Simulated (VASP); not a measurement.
# AgCl (P4mm) in VASP: single point with r2SCAN

Aim: the single point of AgCl with r2SCAN.

Program: VASP 6.6.1. These are calculated values, not measurements. Logs are shortened: lines on timing, memory, paths and dates and some standing lists are left out, and cuts for length are marked.

## 1. The cell of the first run

It takes space group P4mm (No. 99, tetragonal). The conventional cell has a = 3.434 Å, b = 3.434 Å, c = 3.434 Å, α = 90.00°, β = 90.00°, γ = 90.00°. Within 3.8 Å of Ag (site symmetry 4mm) lie 8 Cl at 2.86 to 3.09 Å and 6 Ag at 3.43 Å. Cl (site symmetry 4mm) has 8 Ag at 2.86 to 3.09 Å and 6 Cl at 3.43 Å within 3.8 Å.

## 2. Single point, r2SCAN (atom 2 (Cl) moved by (-0.200, +0.000) A along y and z)

Input file POSCAR:

```
AgCl
1.0
    3.4339730000      0.0000000000      0.0000000000
    0.0000000000      3.4339730000      0.0000000000
    0.0000000000      0.0000000000      3.4339730000
Ag Cl
1 1
Direct
    0.0000000000      0.0000000000      0.0000000000
    0.5000000000      0.4417584238      0.5000000000
```

Input file INCAR.step1:

```
PREC = Accurate
ENCUT = 520
ISMEAR = 0
SIGMA = 0.05
LREAL = False
LASPH = True
NELM = 100
NBANDS = 16
GGA = PE
ALGO = Normal
EDIFF = 1E-4
LWAVE = True
LCHARG = False
```

Input file INCAR.step2:

```
PREC = Accurate
ENCUT = 520
EDIFF = 1E-6
ISMEAR = 0
SIGMA = 0.05
LREAL = False
LASPH = True
NELM = 100
ALGO = Normal
ISIF = 2
LWAVE = False
LCHARG = False
METAGGA = R2SCAN
LMIXTAU = True
NBANDS = 16
ISTART = 1
```

Input file KPOINTS:

```
Automatic mesh
0
Gamma
  8 8 8
```

Potentials or basis: VASP PAW PBE potentials, release 64 (Ag, Cl).

Command:

```
> cat potpaw_PBE.64/Ag/POTCAR potpaw_PBE.64/Cl/POTCAR > POTCAR
> cp INCAR.step1 INCAR
> mpirun -np 1 vasp_std > vasp.out
> cp INCAR.step2 INCAR
> mpirun -np 1 vasp_std > vasp.out
```

OUTCAR:

```text
PREC = Accurate
   ENCUT = 520
   EDIFF = 1E-6
   ISMEAR = 0
   LREAL = False
   LASPH = True
   NELM = 100
   ISIF = 2
   METAGGA = R2SCAN
   ISTART = 1

 ion  position               nearest neighbor table
   1  0.000  0.000  0.000-   2 2.86   2 2.86   2 2.86   2 2.86   2 3.09   2 3.09   2 3.09   2 3.09

   2  0.500  0.442  0.500-   1 2.86   1 2.86   1 2.86   1 2.86   1 3.09   1 3.09   1 3.09   1 3.09

  LATTYP: Found a simple cubic cell.
 ALAT       =     3.4339730000

  Lattice vectors:

 A1 = (   3.4339730000,   0.0000000000,   0.0000000000)
 A2 = (   0.0000000000,   3.4339730000,   0.0000000000)
 A3 = (   0.0000000000,   0.0000000000,   3.4339730000)

Analysis of symmetry for initial positions (statically):
=====================================================================
 Subroutine PRICEL returns:
 Original cell was already a primitive cell.

 Routine SETGRP: Setting up the symmetry group for a
 simple cubic supercell.

 Subroutine GETGRP returns: Found  8 space group operations
 (whereof  8 operations were pure point group operations)
 out of a pool of 48 trial point group operations.

The static configuration has the point symmetry C_4v.

Analysis of symmetry for dynamics (positions and initial velocities):
=====================================================================
 Subroutine PRICEL returns:
 Original cell was already a primitive cell.

 Routine SETGRP: Setting up the symmetry group for a
 simple cubic supercell.

 Subroutine GETGRP returns: Found  8 space group operations
 (whereof  8 operations were pure point group operations)
 out of a pool of 48 trial point group operations.

The dynamic configuration has the point symmetry C_4v.

 Subroutine INISYM returns: Found  8 space group operations
 (whereof  8 operations are pure point group operations),
 and found     1 'primitive' translations

----------------------------------------------------------------------------------------

                                     Primitive cell

  volume of cell :      40.4940

  direct lattice vectors                    reciprocal lattice vectors
     3.433973000  0.000000000  0.000000000     0.291207881  0.000000000  0.000000000
     0.000000000  3.433973000  0.000000000     0.000000000  0.291207881  0.000000000
     0.000000000  0.000000000  3.433973000     0.000000000  0.000000000  0.291207881

  length of vectors
     3.433973000  3.433973000  3.433973000     0.291207881  0.291207881  0.291207881

  position of ions in fractional coordinates (direct lattice)
     0.000000000  0.000000000  0.000000000
     0.500000000  0.441758424  0.500000000

  ion indices of the primitive-cell ions
   primitive index   ion index
                 1           1
                 2           2

----------------------------------------------------------------------------------------

 KPOINTS: Automatic mesh

Automatic generation of k-mesh.
 Grid dimensions read from file:
 generate k-points for:    8    8    8

 Generating k-lattice:

  Cartesian coordinates                     Fractional coordinates (reciprocal lattice)
     0.036400985  0.000000000  0.000000000     0.125000000  0.000000000  0.000000000
     0.000000000  0.036400985  0.000000000     0.000000000  0.125000000  0.000000000
     0.000000000  0.000000000  0.036400985     0.000000000  0.000000000  0.125000000

  Length of vectors
     0.036400985  0.036400985  0.036400985

  Shift w.r.t. Gamma in fractional coordinates (k-lattice)
     0.000000000  0.000000000  0.000000000

 Subroutine IBZKPT returns following result:
 ===========================================

 Found     75 irreducible k-points:

 Following reciprocal coordinates:
            Coordinates               Weight
  0.000000  0.000000  0.000000      1.000000
  0.125000  0.000000  0.000000      4.000000
  0.000000  0.125000  0.000000      2.000000
  0.250000  0.000000  0.000000      4.000000
  0.000000  0.250000  0.000000      2.000000
  0.375000  0.000000  0.000000      4.000000
[... 16 lines left out ...]
  0.375000  0.250000  0.000000      8.000000
  0.000000  0.375000  0.250000      8.000000
 [... further k-points ...]
   k-points           NKPTS =     75   k-points in BZ     NKDIM =     75   number of bands    NBANDS=     16
   number of dos      NEDOS =    301   number of ions     NIONS =      2
   total plane-waves  NPLWV =  21952
   dimension x,y,z NGX =    28 NGY =   28 NGZ =   28
   dimension x,y,z NGXF=    56 NGYF=   56 NGZF=   56
   ions per type =               1   1
   NGX,Y,Z   is equivalent  to a cutoff of  13.56, 13.56, 13.56 a.u.
   NGXF,Y,Z  is equivalent  to a cutoff of  27.11, 27.11, 27.11 a.u.
 SYSTEM =  unknown system
   PREC   = accura    normal or accurate (medium, high low for compatibility)
   ISTART =      1    job   : 0-new  1-cont  2-samecut
   ICHARG =      0    charge: 1-file 2-atom 10-const
   ISPIN  =      1    spin polarized calculation?
   LNONCOLLINEAR =      F non collinear calculations
   LSORBIT =      F    spin-orbit coupling
   LASPH  =      T    aspherical Exc in radial PAW
   ENCUT  =  520.0 eV  38.22 Ry    6.18 a.u.   6.38  6.38  6.38*2*pi/ulx,y,z
   NELM   =    100;   NELMIN=  2; NELMDL=  0     # of ELM steps
   EDIFF  = 0.1E-05   stopping-criterion for ELM
   LREAL  =      F    real-space projection
   EDIFFG = 0.1E-04   stopping-criterion for IOM
   NSW    =      0    number of steps for IOM
   IBRION =     -1    ionic relax: 0-MD 1-quasi-New 2-CG
   NFREE  =      0    steps in history (QN), initial steepest desc. (CG)
   ISIF   =      2    stress and relaxation
   ISYM   =      2    0-nonsym 1-usesym 2-fastsym
   POTIM  = 0.5000    time-step for ionic-motion
   TEBEG  =    0.0;   TEEND  =   0.0 temperature during run
   PSTRESS=    0.0 pullay stress
   NELECT =      18.0000    total number of electrons
   NUPDOWN=      -1.0000    fix difference up-down
   EMIN   =  10.00;   EMAX   =-10.00  energy-range for DOS
   EFERMI =   0.00;   METHOD = LEGACY
   ISMEAR =     0;   SIGMA  =   0.05  broadening in eV -4-tet -1-fermi 0-gaus
   EFERMI_NEDOS =   21; number of points for ismear=-14 and -15
   IALGO  =     38    algorithm
   IMIX   =      4    mixing-type and parameters
     AMIX     =   0.40;   BMIX     =  1.00
     AMIX_MAG =   1.60;   BMIX_MAG =  1.00
  volume/ion in A,a.u.               =      20.25       136.63
  Fermi-wavevector in a.u.,A,eV,Ry     =   1.249402  2.361027 21.238760  1.561005
  Thomas-Fermi vector in A             =   2.383444
   LORBIT       =      0    0 simple, 1 ext, 2 COOP (PROOUT), +10 PAW based schemes
   METAGGA = R2SCAN    functional components
   LHFCALC =     F    Hartree Fock is set to
   AEXX    =    0.0000 exact exchange contribution
   IVDW    =     0    specifies the selected vdW correction
   LEPSILON=     F    determine dielectric tensor
   LRPA    =     F    only Hartree local field effects (RPA)
 non-spin polarized calculation
 Gauss-broadening in eV      SIGMA  =   0.05
  energy-cutoff  :      520.00
  volume of cell :       40.49
 maximum number of plane-waves:      1110
 NGX is ok and might be reduce to    28
   NGX = 13   NGY = 13   NGZ = 13

 number of electron      18.0000002 magnetization

 Free energy of the ion-electron system (eV)
  ---------------------------------------------------
  ext. energy  EPLUGINS =         0.00000000
  ---------------------------------------------------
  free energy    TOTEN  =       -28.38738338 eV

  energy without entropy =      -28.38738338  energy(sigma->0) =      -28.38738338

 E-fermi :   3.8498     XC(G=0): -10.8642

 val. band max:        3.6311930865   @ k =   0.5000   0.0000   0.0000
 cond. band min:       4.7757105079   @ k =   0.0000   0.0000   0.0000
 fundamental gap:      1.1445174214
 Fermi energy:         3.8498276396

 k-point     1 :       0.0000    0.0000    0.0000
  band No.  band energies     occupation
      1     -11.6220      2.00000
      2       0.7491      2.00000
      3       0.8896      2.00000
      4       1.5988      2.00000
      5       1.5988      2.00000
      6       1.8107      2.00000
[... 8 lines left out ...]
     15      18.5836      0.00000
     16      20.5507      0.00000

 k-point     2 :       0.1250    0.0000    0.0000
  band No.  band energies     occupation
      1     -11.5600      2.00000
      2       0.6001      2.00000
      3       0.8127      2.00000
      4       1.3222      2.00000
      5       1.4625      2.00000
      6       1.6586      2.00000
[... 8 lines left out ...]
     15      17.8310      0.00000
     16      20.4864      0.00000

 k-point     3 :       0.0000    0.1250    0.0000
  band No.  band energies     occupation
      1     -11.5607      2.00000
      2       0.5388      2.00000
      3       0.9094      2.00000
      4       1.3351      2.00000
      5       1.3351      2.00000
      6       1.8179      2.00000
[... 8 lines left out ...]
     15      18.0826      0.00000
     16      20.6373      0.00000

 k-point     4 :       0.2500    0.0000    0.0000
  band No.  band energies     occupation
      1     -11.4031      2.00000
      2      -0.3088      2.00000
      3       0.8415      2.00000
      4       0.9586      2.00000
      5       1.1805      2.00000
      6       1.7016      2.00000
[... 8 lines left out ...]
     15      18.1457      0.00000
     16      20.4716      0.00000
[... 324 lines left out ...]
 k-point    22 :       0.2500    0.0000    0.2500
  band No.  band energies     occupation
      1     -11.2171      2.00000
      2      -0.2748      2.00000
      3       0.3120      2.00000
      4       1.0360      2.00000
      5       1.2520      2.00000
      6       1.6406      2.00000
[... 8 lines left out ...]
     15      18.4996      0.00000
     16      19.2994      0.00000

 k-point    23 :       0.3750    0.2500    0.0000
  band No.  band energies     occupation
      1     -11.0758      2.00000
      2      -0.6963      2.00000
      3       0.3803      2.00000
      4       0.9610      2.00000
      5       1.2320      2.00000
      6       1.6703      2.00000
[... 8 lines left out ...]
     15      18.7432      0.00000
     16      20.2229      0.00000

 k-point    24 :       0.0000    0.3750    0.2500
  band No.  band energies     occupation
      1     -11.0780      2.00000
      2      -0.6577      2.00000
      3       0.3125      2.00000
      4       0.9897      2.00000
      5       1.2301      2.00000
      6       1.6580      2.00000
[... 8 lines left out ...]
     15      18.7177      0.00000
     16      20.2634      0.00000

 [... further k-points ...]

------------------------ aborting loop because EDIFF is reached ----------------------------------------

  FORCE on cell =-STRESS in cart. coord.  units (eV):
  Direction    XX          YY          ZZ          XY          YZ          ZX
  --------------------------------------------------------------------------------------
  -------------------------------------------------------------------------------------
  Total       -0.3110367     -0.3885625     -0.3110367      0.0000000      0.0000000      0.0000000
  in kB      -12.3064149    -15.3737865    -12.3064149      0.0000000      0.0000000      0.0000000
  external PRESSURE =     -13.3288721 kB  Pullay stress =       0.0000000 kB

 VOLUME and BASIS-vectors are now :
 -----------------------------------------------------------------------------
  energy-cutoff  :      520.00
  volume of cell :       40.49
      direct lattice vectors                 reciprocal lattice vectors
     3.433973000  0.000000000  0.000000000     0.291207881  0.000000000  0.000000000
     0.000000000  3.433973000  0.000000000     0.000000000  0.291207881  0.000000000
     0.000000000  0.000000000  3.433973000     0.000000000  0.000000000  0.291207881

 POSITION                                       TOTAL-FORCE (eV/Angst)
 -----------------------------------------------------------------------------------
      0.00000      0.00000      0.00000         0.000000     -0.053166     -0.000000
      1.71699      1.51699      1.71699        -0.000000      0.053166      0.000000
 -----------------------------------------------------------------------------------
    total drift:                               -0.000000     -0.001315      0.000000

  FREE ENERGIE OF THE ION-ELECTRON SYSTEM (eV)
  ---------------------------------------------------
  free  energy   TOTEN  =       -28.3873833760 eV

  energy  without entropy=      -28.3873833760  energy(sigma->0) =      -28.38738338
```

Run time: 1.7 min. Hardware: 1 thread of Intel Xeon 6975P-C (Granite Rapids), shared host; peak memory 0.19 GiB.

What came out:

```yaml
Free_energy: -28.3874 eV
Pressure: -1.3 GPa
Largest_force: 0.053 eV/Å
Band_gap_on_the_k_mesh: 1.14 eV, indirect (least direct gap 2.56 eV)
```

Forces in eV/Å, atoms in the order of the input:
```
Ag   0.000 -0.053  0.000
Cl   0.000  0.053  0.000
```

Stress tensor (GPa, compression positive):
```
-1.23  0.00  0.00
 0.00 -1.54  0.00
 0.00  0.00 -1.23
```

Levels at points of the mesh, in eV from the valence-band top:
| k point | band 6 | band 7 | band 8 | band 9 | band 10 | band 11 | band 12 | band 13 |
| --- | --- | --- | --- | --- | --- | --- | --- | --- |
| (0.00, 0.00, 0.00) | -1.82 | -1.43 | -1.42 | -1.42 | 1.14 | 9.72 | 9.97 | 14.60 |
| (0.50, 0.00, 0.00) | -1.77 | -1.47 | -0.17 | 0.00 | 5.62 | 6.04 | 10.07 | 10.65 |
| (0.00, 0.50, 0.00) | -1.77 | -1.44 | -0.07 | -0.07 | 5.56 | 6.02 | 10.01 | 10.70 |
| (0.50, 0.50, 0.00) | -2.10 | -2.10 | -1.53 | -0.82 | 3.27 | 9.60 | 9.69 | 11.34 |
| (0.50, 0.00, 0.50) | -2.01 | -2.01 | -1.52 | -0.81 | 3.23 | 9.72 | 9.72 | 11.17 |
| (0.50, 0.50, 0.50) | -1.50 | -0.26 | -0.26 | -0.20 | 5.32 | 5.43 | 5.43 | 7.36 |

Caveat: the cell differs from its parent crystal (atom 2 (Cl) moved by (-0.200, +0.000) A along y and z); the PAW data sets were made with another functional, which shifts forces and pressure a little. A k mesh can miss the band edges.
